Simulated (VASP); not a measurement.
# Ge5Bi3 in VASP: a series of runs

The runs below take Ge5Bi3 through single point, with PBE.

Everything below comes from runs of VASP 6.6.1. Logs are shortened: lines on timing, memory, paths and dates and some standing lists are left out, and cuts for length are marked.

## (1) The cell of the first run

The cell holds a disordered packing, 16 atoms: a = 7.335 Å, b = 7.029 Å, c = 7.583 Å, α = 92.01°, β = 92.87°, γ = 92.74°.

## (2) Single point, PBE

Contents of INCAR:

```
ALGO = Normal ; EDIFF = 1E-6
ENCUT = 520 ; GGA = PE
ISIF = 2 ; ISMEAR = -1
ISYM = 0 ; LASPH = T
LCHARG = T ; LELF = T
LREAL = Auto ; LVHAR = T
LWAVE = F ; NBANDS = 129
NELM = 60 ; PREC = Accurate
SIGMA = 0.05
```

Contents of KPOINTS:

```
Automatic mesh
0
Gamma
  1 1 1
  0.25 0.25 0.25
```

Contents of POSCAR:

```
Ge5Bi3
1.0
    7.3302180000     -0.1736460000     -0.1884740000
   -0.1736460000      7.0252930000     -0.1301890000
   -0.1884740000     -0.1301890000      7.5795750000
Ge Bi
10 6
Direct
    0.3057235919      0.4092506991      0.3382420370
    0.7233485859      0.8393906194      0.3772934270
    0.1909765956      0.3817819031      0.7595911284
    0.5910326924      0.1873278124      0.2732512464
    0.8655443958      0.2732710594      0.8561164050
    0.7961800259      0.5446879801      1.0664509049
    1.0072167096      0.6497351657      0.3393048467
    0.7059094309      0.9334403525      0.7509515032
    0.5016894110      0.2386827542      0.7403538166
    0.4828871338      0.6513352639      0.5668962120
    0.7960888301      0.4022024234      0.5244162605
    0.2961614184      0.9841999253      0.4900536945
    0.0521943559      0.7758988325      0.7287120679
   -0.0082496151      0.1305170213      0.2247565388
    0.4461635856      0.6019160243      0.0014433634
    0.3398542109     -0.0112663445      1.0179378037
```

Potentials or basis: VASP PAW PBE potentials, release 64 (Ge_d, Bi_d).

Run with:

```sh
> cat potpaw_PBE.64/Ge_d/POTCAR potpaw_PBE.64/Bi_d/POTCAR > POTCAR
> mpirun -np 1 vasp_std > vasp.out
```

OUTCAR:

```text
EDIFF = 1E-6
   ENCUT = 520
   GGA = PE
   ISIF = 2
   ISMEAR = -1
   ISYM = 0
   LASPH = T
   LREAL = Auto
   NELM = 60
   PREC = Accurate

 ion  position               nearest neighbor table
   1  0.306  0.409  0.338-  10 2.64   4 2.72   7 2.83  14 3.02  15 3.13  12 3.24
   2  0.723  0.839  0.377-   7 2.55  10 2.66   4 2.80   8 2.90  14 3.07  11 3.36
   3  0.191  0.382  0.760-   9 2.54   5 2.62  15 2.91  13 3.01  11 3.34
   4  0.591  0.187  0.273-   1 2.72  11 2.73   2 2.80  16 2.88  14 3.02  12 3.11
   5  0.866  0.273  0.856-   6 2.53   3 2.62   8 2.69  11 2.74   9 2.76  14 3.12
   6  0.796  0.545  0.066-   5 2.53   7 2.59  15 2.64
   7  0.007  0.650  0.339-   2 2.55   6 2.59  11 2.74   1 2.83  13 3.05  12 3.23
   8  0.706  0.933  0.751-   9 2.68   5 2.69  10 2.80  13 2.83   2 2.90
   9  0.502  0.239  0.740-   3 2.54   8 2.68   5 2.76  12 2.88  11 2.99  16 3.04  15 3.23
  10  0.483  0.651  0.567-   1 2.64   2 2.66   8 2.80  12 2.83  11 2.98  15 3.35
  11  0.796  0.402  0.524-   4 2.73   5 2.74   7 2.74  10 2.98   9 2.99   3 3.34  14 3.34   2 3.36
                            13 3.43
  12  0.296  0.984  0.490-  10 2.83   9 2.88  13 2.98   4 3.11  14 3.16   7 3.23   1 3.24  16 3.61

  13  0.052  0.776  0.729-   8 2.83  12 2.98   3 3.01   7 3.05  16 3.24  11 3.43  15 3.75
  14  0.992  0.131  0.225-   1 3.02   4 3.02   2 3.07   5 3.12  12 3.16  16 3.24  11 3.34
  15  0.446  0.602  0.001-   6 2.64  16 2.86   3 2.91   1 3.13   9 3.23  10 3.35  13 3.75
  16  0.340  0.989  0.018-  15 2.86   4 2.88   9 3.04  13 3.24  14 3.24  12 3.61

IMPORTANT INFORMATION: All symmetrisations will be switched off!
NOSYMM: (Re-)initialisation of all symmetry stuff for point group C_1.

----------------------------------------------------------------------------------------

                                     Primitive cell

  volume of cell :     389.7140

  direct lattice vectors                    reciprocal lattice vectors
     7.330218000 -0.173646000 -0.188474000     0.136591936  0.003440216  0.003455590
    -0.173646000  7.025293000 -0.130189000     0.003440216  0.142474786  0.002532733
    -0.188474000 -0.130189000  7.579575000     0.003455590  0.002532733  0.132062949

  length of vectors
     7.334696402  7.028644524  7.583035593     0.136678942  0.142538817  0.132132427

  position of ions in fractional coordinates (direct lattice)
     0.305723592  0.409250699  0.338242037
     0.723348586  0.839390619  0.377293427
     0.190976596  0.381781903  0.759591128
     0.591032692  0.187327812  0.273251246
     0.865544396  0.273271059  0.856116405
     0.796180026  0.544687980  0.066450905
[... 8 lines left out ...]
     0.446163586  0.601916024  0.001443363
     0.339854211  0.988733655  0.017937804

  ion indices of the primitive-cell ions
   primitive index   ion index
                 1           1
                 2           2
                 3           3
                 4           4
                 5           5
                 6           6
[... 8 lines left out ...]
                15          15
                16          16

----------------------------------------------------------------------------------------

 KPOINTS: Automatic mesh

Automatic generation of k-mesh.
 Grid dimensions read from file:
 generate k-points for:    1    1    1

 Generating k-lattice:

  Cartesian coordinates                     Fractional coordinates (reciprocal lattice)
     0.136591936  0.003440216  0.003455590     1.000000000  0.000000000  0.000000000
     0.003440216  0.142474786  0.002532733    -0.000000000  1.000000000  0.000000000
     0.003455590  0.002532733  0.132062949     0.000000000  0.000000000  1.000000000

  Length of vectors
     0.136678942  0.142538817  0.132132427

  Shift w.r.t. Gamma in fractional coordinates (k-lattice)
     0.250000000  0.250000000  0.250000000

 Subroutine IBZKPT returns following result:
 ===========================================

 Found      1 irreducible k-points:

 Following reciprocal coordinates:
            Coordinates               Weight
  0.250000  0.250000  0.250000      2.000000
   k-points           NKPTS =      1   k-points in BZ     NKDIM =      1   number of bands    NBANDS=    129
   number of dos      NEDOS =    301   number of ions     NIONS =     16
   total plane-waves  NPLWV = 169344
   dimension x,y,z NGX =    56 NGY =   54 NGZ =   56
   dimension x,y,z NGXF=   112 NGYF=  108 NGZF=  112
   ions per type =              10   6
   NGX,Y,Z   is equivalent  to a cutoff of  12.69, 12.77, 12.28 a.u.
   NGXF,Y,Z  is equivalent  to a cutoff of  25.39, 25.54, 24.55 a.u.
 SYSTEM =  unknown system
   PREC   = accura    normal or accurate (medium, high low for compatibility)
   ISTART =      0    job   : 0-new  1-cont  2-samecut
   ICHARG =      2    charge: 1-file 2-atom 10-const
   ISPIN  =      1    spin polarized calculation?
   LNONCOLLINEAR =      F non collinear calculations
   LSORBIT =      F    spin-orbit coupling
   LASPH  =      T    aspherical Exc in radial PAW
   ENCUT  =  520.0 eV  38.22 Ry    6.18 a.u.  13.64 13.07 14.10*2*pi/ulx,y,z
   NELM   =     60;   NELMIN=  2; NELMDL= -5     # of ELM steps
   EDIFF  = 0.1E-05   stopping-criterion for ELM
   LREAL  =      T    real-space projection
   EDIFFG = 0.1E-04   stopping-criterion for IOM
   NSW    =      0    number of steps for IOM
   IBRION =     -1    ionic relax: 0-MD 1-quasi-New 2-CG
   NFREE  =      0    steps in history (QN), initial steepest desc. (CG)
   ISIF   =      2    stress and relaxation
   ISYM   =      0    0-nonsym 1-usesym 2-fastsym
   POTIM  = 0.5000    time-step for ionic-motion
   TEBEG  =    0.0;   TEEND  =   0.0 temperature during run
   PSTRESS=    0.0 pullay stress
   NELECT =     230.0000    total number of electrons
   NUPDOWN=      -1.0000    fix difference up-down
   EMIN   =  10.00;   EMAX   =-10.00  energy-range for DOS
   EFERMI =   0.00;   METHOD = LEGACY
   ISMEAR =    -1;   SIGMA  =   0.05  broadening in eV -4-tet -1-fermi 0-gaus
   EFERMI_NEDOS =   21; number of points for ismear=-14 and -15
   IALGO  =     38    algorithm
   IMIX   =      4    mixing-type and parameters
     AMIX     =   0.40;   BMIX     =  1.00
     AMIX_MAG =   1.60;   BMIX_MAG =  1.00
  volume/ion in A,a.u.               =      24.36       164.37
  Fermi-wavevector in a.u.,A,eV,Ry     =   1.373205  2.594982 25.656406  1.885693
  Thomas-Fermi vector in A             =   2.498743
   LORBIT       =      0    0 simple, 1 ext, 2 COOP (PROOUT), +10 PAW based schemes
   GGA     = PE    functional components
   LHFCALC =     F    Hartree Fock is set to
   AEXX    =    0.0000 exact exchange contribution
   IVDW    =     0    specifies the selected vdW correction
   LEPSILON=     F    determine dielectric tensor
   LRPA    =     F    only Hartree local field effects (RPA)
 non-spin polarized calculation
  energy-cutoff  :      520.00
  volume of cell :      389.71
 maximum number of plane-waves:     10507
 NGX is ok and might be reduce to    54
   NGX = 27   NGY = 27   NGZ = 29

 number of electron     230.0000009 magnetization

 Free energy of the ion-electron system (eV)
  ---------------------------------------------------
  ext. energy  EPLUGINS =         0.00000000
  ---------------------------------------------------
  free energy    TOTEN  =       -61.89236167 eV

  energy without entropy =      -61.87919353  energy(sigma->0) =      -61.88577760

 E-fermi :   6.9676     XC(G=0): -10.4717

 val. band max:        6.7457200962   @ k =   0.2500   0.2500   0.2500
 cond. band min:       7.1897978903   @ k =   0.2500   0.2500   0.2500
 fundamental gap:      0.4440777940
 Fermi energy:         6.9676269555

 k-point     1 :       0.2500    0.2500    0.2500
  band No.  band energies     occupation
      1     -18.0550      2.00000
      2     -18.0241      2.00000
      3     -18.0070      2.00000
      4     -17.9978      2.00000
      5     -17.9942      2.00000
      6     -17.9840      2.00000
[... 119 lines left out ...]
    126       9.3190      0.00000
    127       9.5418      0.00000
 [bands above 127 left out]

------------------------ aborting loop because EDIFF is reached ----------------------------------------

  FORCE on cell =-STRESS in cart. coord.  units (eV):
  Direction    XX          YY          ZZ          XY          YZ          ZX
  --------------------------------------------------------------------------------------
  -------------------------------------------------------------------------------------
  Total       17.2211480     15.0771105     15.7308779     11.9773318      7.3066955      5.2473630
  in kB       70.7989319     61.9844459     64.6721897     49.2407532     30.0390101     21.5727603
  external PRESSURE =      65.8185225 kB  Pullay stress =       0.0000000 kB

 VOLUME and BASIS-vectors are now :
 -----------------------------------------------------------------------------
  energy-cutoff  :      520.00
  volume of cell :      389.71
      direct lattice vectors                 reciprocal lattice vectors
     7.330218000 -0.173646000 -0.188474000     0.136591936  0.003440216  0.003455590
    -0.173646000  7.025293000 -0.130189000     0.003440216  0.142474786  0.002532733
    -0.188474000 -0.130189000  7.579575000     0.003455590  0.002532733  0.132062949

 POSITION                                       TOTAL-FORCE (eV/Angst)
 -----------------------------------------------------------------------------------
      2.10621      2.77798      2.45283         0.016683      0.343927     -0.203105
      5.08544      5.72224      2.61411        -1.019784      0.536290      0.374952
      1.19044      2.55008      5.67168        -0.639399     -0.275735     -0.202698
      4.24837      1.17783      1.93535        -0.095413     -0.646270     -0.456909
      6.13582      1.65805      6.29029         0.501794     -0.448005      1.030543
      5.72907      3.67969      0.28270         0.942270     -0.251694      0.281975
[... 8 lines left out ...]
      3.16568      4.15097     -0.15151        -0.559358     -0.937908      0.422330
      2.31614      6.88479     -0.05681        -0.280470      1.329365      0.239988
 -----------------------------------------------------------------------------------
    total drift:                               -0.008681      0.008825      0.002263

  FREE ENERGIE OF THE ION-ELECTRON SYSTEM (eV)
  ---------------------------------------------------
  free  energy   TOTEN  =       -61.8923616693 eV

  energy  without entropy=      -61.8791935260  energy(sigma->0) =      -61.88577760
```

It took 76 s on 1 thread of Intel Xeon Platinum 8488C (Sapphire Rapids), shared host; peak memory 0.4 GiB.

What came out:

```
Free energy   : -61.8924 eV
Pressure      : 6.6 GPa
Largest force : 1.380 eV/Å
```

Forces on the atoms (eV/Å):
```
Ge   0.017  0.344 -0.203
Ge  -1.020  0.536  0.375
Ge  -0.639 -0.276 -0.203
Ge  -0.095 -0.646 -0.457
Ge   0.502 -0.448  1.031
Ge   0.942 -0.252  0.282
Ge   0.634  0.170 -0.799
Ge   0.122  0.131 -0.249
Ge  -0.127 -0.209  0.048
Ge   0.388 -0.155 -0.501
Bi   0.168  0.268  0.245
Bi  -0.297  0.564 -0.346
Bi   0.038 -0.763  0.454
Bi   0.207  0.343 -0.340
Bi  -0.559 -0.938  0.422
Bi  -0.280  1.329  0.240
```

Caveat: the k points lie up to 0.90 Å⁻¹ apart, too coarse for converged energies, forces and pressures; the atoms stand as in a frame of molecular dynamics; spin-orbit coupling is left out, which moves the levels of the heavy elements.

## (3) Single point, PBE

Contents of INCAR:

```
SYSTEM = Ge5Bi3
ALGO = Normal
EDIFF = 1E-6
ENCUT = 520
GGA = PE
ISIF = 2
ISMEAR = -1
ISYM = 0
LASPH = .True.
LCHARG = .False.
LREAL = Auto
LWAVE = .False.
NBANDS = 129
NELM = 100
PREC = Accurate
SIGMA = 0.05
```

KPOINTS is that of step 2.

Contents of POSCAR:

```
Ge5Bi3
1.0
    7.3302180000     -0.1736460000     -0.1884740000
   -0.1736460000      7.0252930000     -0.1301890000
   -0.1884740000     -0.1301890000      7.5795750000
Ge Bi
10 6
Direct
    0.3313329650      0.4160709022      0.3157667157
    0.6969389489      0.8593911325      0.4038731913
    0.1838381577      0.3830442018      0.7485577825
    0.6020084393      0.1736848619      0.2708883806
    0.8718234866      0.2472329072      0.8909197501
    0.8066964022      0.5476852943      0.0701907295
    0.0148585003      0.6728586810      0.3234548428
    0.7226700927      0.9339902096      0.7420527898
    0.5166488595      0.2358050049      0.7354710647
    0.4755016258      0.6386655831      0.5542242048
    0.8163873562      0.4256333145      0.5320138090
    0.2951654290      0.9891611652      0.4941639752
    0.0582800731      0.7607646142      0.7412317264
    1.0222572629      0.1299899561      0.2257306218
    0.4427200857      0.6013644283     -0.0014844818
    0.3588105182      1.0031549285      0.0151186829
```

Potentials or basis: VASP PAW PBE potentials, release 64 (Ge_d, Bi_d).

Run with:

```sh
> cat potpaw_PBE.64/Ge_d/POTCAR potpaw_PBE.64/Bi_d/POTCAR > POTCAR
> mpirun -np 1 vasp_std > vasp.out
```

It took 76 s on 1 thread of Intel Xeon Platinum 8488C (Sapphire Rapids), shared host; peak memory 0.4 GiB.

It converged, with:

| Quantity | Value |
| --- | --- |
| Free energy | -62.5785 eV |
| Pressure | 6.5 GPa |
| Largest force | 0.935 eV/Å |

Forces in eV/Å, atoms in the order of the input:
```
Ge  -0.414 -0.030 -0.534
Ge   0.446 -0.175 -0.422
Ge  -0.191 -0.769  0.054
Ge   0.310  0.284  0.309
Ge   0.440  0.330  0.230
Ge   0.156 -0.205  0.025
Ge   0.004  0.357 -0.226
Ge  -0.075 -0.004 -0.069
Ge  -0.323  0.234  0.159
Ge   0.423  0.137  0.125
Bi  -0.184 -0.347 -0.119
Bi   0.035  0.184  0.064
Bi   0.132 -0.129  0.055
Bi  -0.334  0.273  0.004
Bi  -0.181 -0.850  0.346
Bi  -0.242  0.709  0.001
```

Stress tensor (GPa, compression positive):
```
5.91 4.78 2.88
4.78 5.89 2.49
2.88 2.49 7.59
```

Levels at points of the mesh, in eV from the Fermi level:
| k point | band 112 | band 113 | band 114 | band 115 | band 116 | band 117 | band 118 | band 119 |
| --- | --- | --- | --- | --- | --- | --- | --- | --- |
| (0.25, 0.25, 0.25) | -0.79 | -0.61 | -0.35 | -0.26 | 0.26 | 0.47 | 0.74 | 0.89 |

Caveat: the k points lie up to 0.90 Å⁻¹ apart, too coarse for converged energies, forces and pressures; the atoms stand as in a frame of molecular dynamics; spin-orbit coupling is left out, which moves the levels of the heavy elements.
